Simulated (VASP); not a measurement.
# SbOs (CsCl type) (Pm-3m) in VASP: a series of runs, part 2 of 2

VASP 6.6.1. Earlier steps stand in the parts before.

**3. Single point, PBE**

This run uses another cell than the first one, of 17.84 Å³/atom, 1.087 times its volume.

File INCAR:

```
ALGO     = Normal         # electronic algorithm
EDIFF    = 1E-6           # SCF threshold, eV
ENCUT    = 520            # plane-wave cutoff, eV
GGA      = PE             # functional
ISIF     = 2              # what is computed and relaxed
ISMEAR   = -1             # smearing method
LASPH    = T              # aspherical terms in the spheres
LCHARG   = T              # write CHGCAR
LELF     = T              # ELF
LREAL    = F              # projectors in reciprocal space
LVHAR    = T            
LWAVE    = F              # write WAVECAR
NBANDS   = 14             # bands
NELM     = 100            # most SCF steps
PREC     = Accurate       # precision mode
SIGMA    = 0.05           # smearing width, eV
```

File KPOINTS:

```
k-points
0
Gamma
  12 12 12
```

File POSCAR:

```
SbOs
1.0
    3.2920467045      0.0000000000      0.0000000000
    0.0000000000      3.2920467045      0.0000000000
    0.0000000000      0.0000000000      3.2920467045
Os Sb
1 1
Direct
    0.0000000000      0.0000000000      0.0000000000
    0.5000000000      0.5000000000      0.5000000000
```

Potentials or basis: VASP PAW PBE potentials, release 64 (Os, Sb).

Launch:

```console
cat potpaw_PBE.64/Os/POTCAR potpaw_PBE.64/Sb/POTCAR > POTCAR
mpirun -np 1 vasp_std > vasp.out
```

OUTCAR:

```text
EDIFF = 1E-6
   ENCUT = 520
   GGA = PE
   ISIF = 2
   ISMEAR = -1
   LASPH = T
   LREAL = F
   NELM = 100
   PREC = Accurate

 ion  position               nearest neighbor table
   1  0.000  0.000  0.000-   2 2.85   2 2.85   2 2.85   2 2.85   2 2.85   2 2.85   2 2.85   2 2.85

   2  0.500  0.500  0.500-   1 2.85   1 2.85   1 2.85   1 2.85   1 2.85   1 2.85   1 2.85   1 2.85

  LATTYP: Found a simple cubic cell.
 ALAT       =     3.2920467045

  Lattice vectors:

 A1 = (   3.2920467045,   0.0000000000,   0.0000000000)
 A2 = (   0.0000000000,   3.2920467045,   0.0000000000)
 A3 = (   0.0000000000,   0.0000000000,   3.2920467045)

Analysis of symmetry for initial positions (statically):
=====================================================================
 Subroutine PRICEL returns:
 Original cell was already a primitive cell.

 Routine SETGRP: Setting up the symmetry group for a
 simple cubic supercell.

 Subroutine GETGRP returns: Found 48 space group operations
 (whereof 48 operations were pure point group operations)
 out of a pool of 48 trial point group operations.

The static configuration has the point symmetry O_h .

Analysis of symmetry for dynamics (positions and initial velocities):
=====================================================================
 Subroutine PRICEL returns:
 Original cell was already a primitive cell.

 Routine SETGRP: Setting up the symmetry group for a
 simple cubic supercell.

 Subroutine GETGRP returns: Found 48 space group operations
 (whereof 48 operations were pure point group operations)
 out of a pool of 48 trial point group operations.

The dynamic configuration has the point symmetry O_h .

 Subroutine INISYM returns: Found 48 space group operations
 (whereof 48 operations are pure point group operations),
 and found     1 'primitive' translations

----------------------------------------------------------------------------------------

                                     Primitive cell

  volume of cell :      35.6778

  direct lattice vectors                    reciprocal lattice vectors
     3.292046705  0.000000000  0.000000000     0.303762398  0.000000000  0.000000000
     0.000000000  3.292046705  0.000000000     0.000000000  0.303762398  0.000000000
     0.000000000  0.000000000  3.292046705     0.000000000  0.000000000  0.303762398

  length of vectors
     3.292046705  3.292046705  3.292046705     0.303762398  0.303762398  0.303762398

  position of ions in fractional coordinates (direct lattice)
     0.000000000  0.000000000  0.000000000
     0.500000000  0.500000000  0.500000000

  ion indices of the primitive-cell ions
   primitive index   ion index
                 1           1
                 2           2

----------------------------------------------------------------------------------------

 KPOINTS: k-points

Automatic generation of k-mesh.
 Grid dimensions read from file:
[... 24 lines left out ...]
  0.166667  0.000000  0.000000      6.000000
  0.250000  0.000000  0.000000      6.000000
  0.333333  0.000000  0.000000      6.000000
  0.416667  0.000000  0.000000      6.000000
[... 16 lines left out ...]
  0.333333  0.333333  0.000000     12.000000
  0.416667  0.333333  0.000000     24.000000
 [... further k-points ...]
   k-points           NKPTS =     84   k-points in BZ     NKDIM =     84   number of bands    NBANDS=     14
   number of dos      NEDOS =    301   number of ions     NIONS =      2
   total plane-waves  NPLWV =  13824
   dimension x,y,z NGX =    24 NGY =   24 NGZ =   24
   dimension x,y,z NGXF=    48 NGYF=   48 NGZF=   48
   ions per type =               1   1
   NGX,Y,Z   is equivalent  to a cutoff of  12.12, 12.12, 12.12 a.u.
   NGXF,Y,Z  is equivalent  to a cutoff of  24.24, 24.24, 24.24 a.u.
 SYSTEM =  unknown system
   PREC   = accura    normal or accurate (medium, high low for compatibility)
   ISTART =      0    job   : 0-new  1-cont  2-samecut
   ICHARG =      2    charge: 1-file 2-atom 10-const
   ISPIN  =      1    spin polarized calculation?
   LNONCOLLINEAR =      F non collinear calculations
   LSORBIT =      F    spin-orbit coupling
   LASPH  =      T    aspherical Exc in radial PAW
   ENCUT  =  520.0 eV  38.22 Ry    6.18 a.u.   6.12  6.12  6.12*2*pi/ulx,y,z
   NELM   =    100;   NELMIN=  2; NELMDL= -5     # of ELM steps
   EDIFF  = 0.1E-05   stopping-criterion for ELM
   LREAL  =      F    real-space projection
   EDIFFG = 0.1E-04   stopping-criterion for IOM
   NSW    =      0    number of steps for IOM
   IBRION =     -1    ionic relax: 0-MD 1-quasi-New 2-CG
   NFREE  =      0    steps in history (QN), initial steepest desc. (CG)
   ISIF   =      2    stress and relaxation
   ISYM   =      2    0-nonsym 1-usesym 2-fastsym
   POTIM  = 0.5000    time-step for ionic-motion
   TEBEG  =    0.0;   TEEND  =   0.0 temperature during run
   PSTRESS=    0.0 pullay stress
   NELECT =      13.0000    total number of electrons
   NUPDOWN=      -1.0000    fix difference up-down
   EMIN   =  10.00;   EMAX   =-10.00  energy-range for DOS
   EFERMI =   0.00;   METHOD = LEGACY
   ISMEAR =    -1;   SIGMA  =   0.05  broadening in eV -4-tet -1-fermi 0-gaus
   EFERMI_NEDOS =   21; number of points for ismear=-14 and -15
   IALGO  =     38    algorithm
   IMIX   =      4    mixing-type and parameters
     AMIX     =   0.40;   BMIX     =  1.00
     AMIX_MAG =   1.60;   BMIX_MAG =  1.00
  volume/ion in A,a.u.               =      17.84       120.38
  Fermi-wavevector in a.u.,A,eV,Ry     =   1.169293  2.209643 18.602508  1.367246
  Thomas-Fermi vector in A             =   2.305768
   LORBIT       =      0    0 simple, 1 ext, 2 COOP (PROOUT), +10 PAW based schemes
   GGA     = PE    functional components
   LHFCALC =     F    Hartree Fock is set to
   AEXX    =    0.0000 exact exchange contribution
   IVDW    =     0    specifies the selected vdW correction
   LEPSILON=     F    determine dielectric tensor
   LRPA    =     F    only Hartree local field effects (RPA)
 non-spin polarized calculation
  energy-cutoff  :      520.00
  volume of cell :       35.68
 maximum number of plane-waves:       976
   NGX = 13   NGY = 13   NGZ = 13

 number of electron      12.9999999 magnetization

 Free energy of the ion-electron system (eV)
  ---------------------------------------------------
  ext. energy  EPLUGINS =         0.00000000
  ---------------------------------------------------
  free energy    TOTEN  =       -14.04674078 eV

  energy without entropy =      -14.02710303  energy(sigma->0) =      -14.03692190

 E-fermi :  10.8336     XC(G=0): -12.3778

 val. band max:       10.8085029470   @ k =   0.4167   0.1667   0.0000
 cond. band min:      10.8534742749   @ k =   0.4167   0.1667   0.0833
 fundamental gap:      0.0449713279
 Fermi energy:        10.8336170192

 k-point     1 :       0.0000    0.0000    0.0000
  band No.  band energies     occupation
      1      -3.2079      2.00000
      2       6.6418      2.00000
      3       6.6418      2.00000
      4       9.7402      2.00000
      5       9.7402      2.00000
      6       9.7402      2.00000
      7      11.1711      0.00234
      8      11.1711      0.00234
      9      11.1711      0.00234
     10      14.8463      0.00000
     11      19.5001      0.00000
     12      19.5001      0.00000
     13      24.4358      0.00000
     14      24.4358      0.00000
[... 377 lines left out ...]
      1       0.0190      2.00000
      2       4.1499      2.00000
      3       5.8800      2.00000
      4       7.5109      2.00000
      5       8.2703      2.00000
      6       8.8672      2.00000
      7      10.9024      0.40313
      8      11.8393      0.00000
      9      13.4915      0.00000
     10      15.1724      0.00000
     11      18.8126      0.00000
     12      20.8806      0.00000
     13      21.6127      0.00000
     14      23.0341      0.00000

 [... further k-points ...]

------------------------ aborting loop because EDIFF is reached ----------------------------------------

  FORCE on cell =-STRESS in cart. coord.  units (eV):
  Direction    XX          YY          ZZ          XY          YZ          ZX
  --------------------------------------------------------------------------------------
  -------------------------------------------------------------------------------------
  Total       -0.0197858     -0.0197858     -0.0197858     -0.0000000     -0.0000000     -0.0000000
  in kB       -0.8885180     -0.8885180     -0.8885180     -0.0000000     -0.0000000     -0.0000000
  external PRESSURE =      -0.8885180 kB  Pullay stress =       0.0000000 kB

 VOLUME and BASIS-vectors are now :
 -----------------------------------------------------------------------------
  energy-cutoff  :      520.00
  volume of cell :       35.68
      direct lattice vectors                 reciprocal lattice vectors
     3.292046705  0.000000000  0.000000000     0.303762398  0.000000000  0.000000000
     0.000000000  3.292046705  0.000000000     0.000000000  0.303762398  0.000000000
     0.000000000  0.000000000  3.292046705     0.000000000  0.000000000  0.303762398

 POSITION                                       TOTAL-FORCE (eV/Angst)
 -----------------------------------------------------------------------------------
      0.00000      0.00000      0.00000         0.000000      0.000000      0.000000
      1.64602      1.64602      1.64602         0.000000      0.000000      0.000000
 -----------------------------------------------------------------------------------
    total drift:                               -0.000000      0.000000      0.000000

  FREE ENERGIE OF THE ION-ELECTRON SYSTEM (eV)
  ---------------------------------------------------
  free  energy   TOTEN  =       -14.0467407759 eV

  energy  without entropy=      -14.0271030275  energy(sigma->0) =      -14.03692190
```

Run time: 18 s. Hardware: 1 thread of AMD EPYC 7R13 (Zen 3), shared host; peak memory 0.14 GiB.

What came out:

```
Free energy : -14.0467 eV
Pressure    : -0.1 GPa
```

Caveat: spin-orbit coupling is left out, which moves the levels of the heavy elements.

**4. Relaxation of cell and atoms, PBE**

This run uses another cell than the first one, of 16.14 Å³/atom, 0.983 times its volume.

File INCAR:

```
PREC = Accurate
ENCUT = 600
EDIFF = 1E-6
ISMEAR = -1
SIGMA = 0.05
LREAL = F
LASPH = T
NELM = 80
ALGO = Normal
ISIF = 3
LWAVE = F
LCHARG = F
GGA = PE
IBRION = 2
NSW = 60
EDIFFG = -0.005
```

File KPOINTS:

```
regular mesh
0
Gamma
  12 12 12
```

File POSCAR:

```
SbOs
1.0
    3.1839692605      0.0000000000      0.0000000000
    0.0000000000      3.1839692605      0.0000000000
    0.0000000000      0.0000000000      3.1839692605
Os Sb
1 1
Direct
    0.0000000000      0.0000000000      0.0000000000
    0.5000000000      0.5000000000      0.5000000000
```

Launch:

```console
cat potpaw_PBE.64/Os/POTCAR potpaw_PBE.64/Sb/POTCAR > POTCAR
mpirun -np 1 vasp_std > vasp.out
```

Run time: 1.8 min. Hardware: 1 thread of AMD EPYC 7R13 (Zen 3), shared host; peak memory 0.17 GiB.

The run converged. Its results:

| Property | Result |
| --- | --- |
| Free energy | -14.0465 eV |
| Relaxed volume | 17.83 Å³/atom |
| Relaxed cell | a = 3.291 Å, b = 3.291 Å, c = 3.291 Å, α = 90.00°, β = 90.00°, γ = 90.00° |
| Space group after relaxing (to 0.05 Å) | Pm-3m (No. 221) |
| Energy gained by relaxing | 113.9 meV/atom |
| Ionic steps | 18 |
| Pressure after relaxing | 0.0 GPa |

Step by step:
```
step  energy change (eV)  largest force (eV/Å)  pressure (GPa)  volume (Å³)
   1              0.0000                0.0000           23.71        32.28
   2              0.6245                0.0000          -23.60        44.77
   3             -0.2264                0.0000           -1.47        35.95
   4             -0.2278                0.0000           -0.21        35.71
   5             -0.2278                0.0000            0.16        35.63
   6             -0.2278                0.0000            0.16        35.63
   7             -0.2278                0.0000            0.15        35.64
   8             -0.2278                0.0000            0.15        35.64
   9             -0.2278                0.0000            0.15        35.64
  10             -0.2278                0.0000            0.15        35.64
  11             -0.2278                0.0000            0.15        35.64
  12             -0.2278                0.0000            0.14        35.64
  13             -0.2278                0.0000            0.14        35.64
  14             -0.2278                0.0000            0.14        35.64
  15             -0.2278                0.0000            0.14        35.64
  16             -0.2278                0.0000            0.12        35.64
  17             -0.2278                0.0000            0.10        35.65
  18             -0.2278                0.0000            0.04        35.66
```

Final structure:
```xyz
2
Lattice="3.2915 0.0000 0.0000 0.0000 3.2915 0.0000 0.0000 0.0000 3.2915" Properties=species:S:1:pos:R:3 pbc="T T T"
Os    0.0000    0.0000    0.0000
Sb    1.6457    1.6457    1.6457
```

Levels at points of the mesh, in eV from the Fermi level:
```tsv
k point	band 4	band 5	band 6	band 7	band 8	band 9
(0.00, 0.00, 0.00)	-1.09	-1.09	-1.09	0.34	0.34	0.34
(0.50, 0.00, 0.00)	-3.49	-3.49	-1.06	0.13	5.75	6.22
(0.50, 0.50, 0.00)	-4.45	-2.19	-2.19	0.13	0.77	1.44
(0.50, 0.50, 0.50)	-6.70	0.22	0.22	1.54	1.54	1.54
```

Caveat: spin-orbit coupling is left out, which moves the levels of the heavy elements.

**5. The runs side by side**

| task | cell | cutoff (eV) | gap on the mesh (eV) | pressure (GPa) |
| --- | --- | --- | --- | --- |
| single point | a = 3.202 Å, 2 atoms | 520 | none | 18.9 |
| single point | a = 3.292 Å, 2 atoms | 520 | none | -0.1 |
| relaxation of cell and atoms | relaxed from a = 3.184 Å, 2 atoms | 600 | none | 0.0 |

Alike in all rows: level PBE; potentials or basis VASP PAW PBE potentials, release 64 (Os, Sb); no spin polarisation; k mesh 12 × 12 × 12; smearing fermi-dirac 0.05 eV.

Caveats: spin-orbit coupling is left out, which moves the levels of the heavy elements.

Total energies depend on the potentials used, so only differences within one code and one set of settings carry meaning.
